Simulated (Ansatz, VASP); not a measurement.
Na in VASP and in Ansatz

Contents of INCAR:

```
SYSTEM = Na
AGGAC = 1.0 ; AGGAX = 1.0
ALDAC = 0.0 ; ALDAX = 1.0
ALGO = Normal ; EDIFF = 1E-7
ENCUT = 520 ; GGA = B5
ISIF = 2 ; ISMEAR = -1
LASPH = .TRUE. ; LCHARG = .TRUE.
LELF = .TRUE. ; LREAL = .FALSE.
LVHAR = .TRUE. ; LWAVE = .FALSE.
NBANDS = 10 ; NELM = 100
PREC = Accurate ; SIGMA = 0.1
```

File KPOINTS:

```
k-points
0
G
  10 10 10
  0 0 0
```

Contents of POSCAR:

```
Na
1.0
    3.4629935964      0.0000000000      0.0000000000
    0.0000000000      3.4629935964      0.0000000000
    0.0000000000      0.0000000000      3.4629935964
Na
1
Direct
    0.0000000000      0.0000000000      0.0000000000
```

Input for Ansatz:

```yaml
crystal:
  lattice:
    - [3.4629935964, 0.0, 0.0]
    - [0.0, 3.4629935964, 0.0]
    - [0.0, 0.0, 3.4629935964]
  atoms:
    - { symbol: Na, position: [0.0, 0.0, 0.0] }
hamiltonian:
  xc: blyp
  pseudopotentials:
    kind: paw
    azcp:
      Na: "pseudopotentials/Na.paw.azcp"
basis:
  ecutwfc: 420
  fft_grid_basis: typed
kpoints:
  mp_grid: { grid: [10, 10, 10], shift: [0, 0, 0] }
magnetization:
  spin_polarized: false
scf:
  occupations: { method: fermi_dirac, width: 0.1 }
  lower_state_search: "off"
output:
  stress: true
```

Alike in both runs: task single point; functional BLYP; k mesh 10 × 10 × 10; occupations fermi-dirac, width 0.1 eV; no spin polarisation.

|  | VASP | Ansatz |
| --- | --- | --- |
| version | VASP 6.6.1 | Ansatz 0.2.0 |
| potentials or method | VASP PAW PBE potentials, release 64 (Na_pv), cutoff 520 eV | plane waves (420 eV) with PAW, scalar-relativistic |
| valence electrons in the cell | 7 | 9 |

```csv
,VASP,Ansatz,Ansatz less VASP
pressure (GPa),0.0,0.0,+0.02
```

VASP's potentials were made for PBE, not for BLYP. VASP's potentials hold 7 valence electrons a cell and Ansatz's 9, so a difference there can come from the potentials and not from the codes.
